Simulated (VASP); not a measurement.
Set up this calculation in VASP 6.6.1, as the native input.

```yaml
Task: relaxation of cell and atoms
Functional: PBE
Potentials_or_basis: VASP PAW PBE potentials, release 64 (Hf_pv, O)
Cutoff: 600 eV
k_mesh: 6 × 6 × 4
Occupations: gaussian, width 0.02 eV
Spin: no spin polarisation
Target_pressure: 10 GPa
Dipole_correction: no
Further_INCAR_settings: ALGO = Normal; EDIFF = 1e-07; IBRION = 2; EDIFFG = -0.008; NSW = 70; ISIF = 3
```

The structure of HfO2 lies in POSCAR:

```
HfO2
1.0
    3.5504518057      0.0000000000      0.0000000000
    0.0000000000      3.5504518057      0.0000000000
    0.0000000000      0.0000000000      5.1490037939
Hf O
2 4
Direct
    0.5000000000      0.5000000000      0.5000000000
    0.0000000000      0.0000000000      0.0000000000
    0.0000000000      0.5000000000      0.6992929054
    0.5000000000      0.0000000000      0.8007070946
    0.5000000000      0.0000000000      0.3007070946
    0.0000000000      0.5000000000      0.1992929054
```

One way to write it, as run:

INCAR

```
SYSTEM = HfO2
ALGO = Normal ; EDIFF = 1E-7
EDIFFG = -0.008 ; ENCUT = 600
GGA = PE ; IBRION = 2
ISIF = 3 ; ISMEAR = 0
LASPH = .True. ; LCHARG = .False.
LREAL = .False. ; LWAVE = .False.
NELM = 60 ; NSW = 70
PREC = Accurate ; PSTRESS = 100.0
SIGMA = 0.02
```

KPOINTS

```
k-points
0
Gamma
  6 6 4
  0 0 0
```

Potentials or basis: VASP PAW PBE potentials, release 64 (Hf_pv, O).

Launch:

```console
$ cat potpaw_PBE.64/Hf_pv/POTCAR potpaw_PBE.64/O/POTCAR > POTCAR
$ mpirun -np 1 vasp_std > vasp.out
```

Results of the run:

```json
{
 "Relaxed volume": "10.67 Å³/atom",
 "Relaxed cell": "a = 3.542 Å, b = 3.542 Å, c = 5.101 Å, α = 90.00°, β = 90.00°, γ = 90.00°",
 "Space group after relaxing (to 0.1 Å)": "P4_2/nmc (No. 137)",
 "Energy change on relaxing (the run minimises the enthalpy)": "+7.1 meV/atom",
 "Ionic steps": "10",
 "Pressure after relaxing": "10.1 GPa",
 "Largest force after relaxing": "0.005 eV/Å",
 "Band gap on the k mesh": "4.66 eV (least direct gap 4.79 eV)"
}
```

Caveat: the cell is relaxed towards a set pressure, so the run minimises the enthalpy, not the energy; spin-orbit coupling is left out, which moves the levels of the heavy elements.

Wall time 7.9 min on 1 thread of AMD EPYC 7R43 64-Core Processor (Zen 3) (shared host), peak memory 0.18 GiB.
